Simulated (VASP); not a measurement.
Write the native input for VASP 6.6.1 that does the following.

```
Task                   : single point
Functional             : PBEsol
Potentials or basis    : VASP PAW PBE potentials, release 64 (In_d, Sb)
Cutoff                 : 520 eV
k mesh                 : 12 × 12 × 12
Occupations            : gaussian, width 0.15 eV
Spin                   : no spin polarisation
Dipole correction      : no
Further INCAR settings : ALGO = Normal; EDIFF = 1e-07; NBANDS = 16
```

The structure of InSb lies in POSCAR:

```
InSb
1.0
    0.0000000000      3.3362730000      3.1905135000
    3.3362730000      0.0000000000      3.1905135000
    3.3362730000      3.3362730000      0.0000000000
In Sb
1 1
Direct
    0.0000000000      0.0000000000      0.0000000000
    0.7500000000      0.7500000000      0.7500000000
```

This cell differs from its parent crystal: strain +0.030 along x and y, -0.015 along z.

These files were run (other wordings do the same):

INCAR

```
SYSTEM = InSb
  PREC = Accurate
  ENCUT = 520
  EDIFF = 1E-7
  ISMEAR = 0
  SIGMA = 0.15
  LREAL = .FALSE.
  LASPH = .TRUE.
  NELM = 60
  ALGO = Normal
  ISIF = 2
  LWAVE = .FALSE.
  LCHARG = .TRUE.
  GGA = PS
  LELF = .TRUE.
  LVHAR = .TRUE.
  NBANDS = 16
```

KPOINTS

```
regular mesh
0
G
  12 12 12
  0 0 0
```

Potentials or basis: VASP PAW PBE potentials, release 64 (In_d, Sb).

Run with:

```sh
$ cat potpaw_PBE.64/In_d/POTCAR potpaw_PBE.64/Sb/POTCAR > POTCAR
$ mpirun -np 1 vasp_std > vasp.out
```

Results of the run:

```
Pressure : -1.0 GPa
```

Caveat: the cell differs from its parent crystal (strain +0.030 along x and y, -0.015 along z); the PAW data sets were made with another functional, which shifts forces and pressure a little.

It took 4.6 min on 1 thread of Intel Xeon 8259CL, on a shared host, peak memory 0.35 GiB.
